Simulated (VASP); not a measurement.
The system is VN.

```xyz
2
Lattice="0.0000 2.1717 2.1717 2.1717 0.0000 2.1717 2.1717 2.1717 0.0000" Properties=species:S:1:pos:R:3 pbc="T T T"
V     0.0000    0.0000    0.0000
N     2.1717    2.1717    2.1717
```

* Program: VASP 6.6.1
* Task: relaxation of cell and atoms
* Functional: PBE
* Potentials or basis: VASP PAW PBE potentials, release 64 (V_sv, N)
* Cutoff: 600 eV
* k mesh: 7 × 7 × 7
* Occupations: fermi-dirac, width 0.1 eV
* Spin: collinear spin, ferromagnetic start
* Starting moments: [1.5, 0.0] μB
* Hubbard terms: V d U = 1.92 eV

At the start: pressure -18.1 GPa; volume 10.24 Å³/atom.

Problem. Where does the relaxation end?

Solution. Over 5 steps the energy falls by 60.3 meV/atom and the volume is 9.20 Å³/atom (-10.1 %); space group Fm-3m (No. 225, to 0.05 Å); moment 1.38 μB per cell.

Step by step:
| step | energy change (eV) | largest force (eV/Å) | pressure (GPa) | volume (Å³) |
| --- | --- | --- | --- | --- |
| 1 | 0.0000 | 0.0000 | -18.11 | 20.48 |
| 2 | -0.0531 | 0.0000 | 10.58 | 17.24 |
| 3 | -0.1187 | 0.0000 | -2.64 | 18.64 |
| 4 | -0.1205 | 0.0000 | 0.82 | 18.34 |
| 5 | -0.1207 | 0.0000 | 0.01 | 18.41 |

Final structure:
```yaml
crystal:
  lattice:
    - [0.00000, 2.09569, 2.09569]
    - [2.09569, 0.00000, 2.09569]
    - [2.09569, 2.09569, 0.00000]
  atoms:
    - { symbol: V, position: [0.00000, 0.00000, 0.00000] }
    - { symbol: N, position: [0.50000, 0.50000, 0.50000] }
```
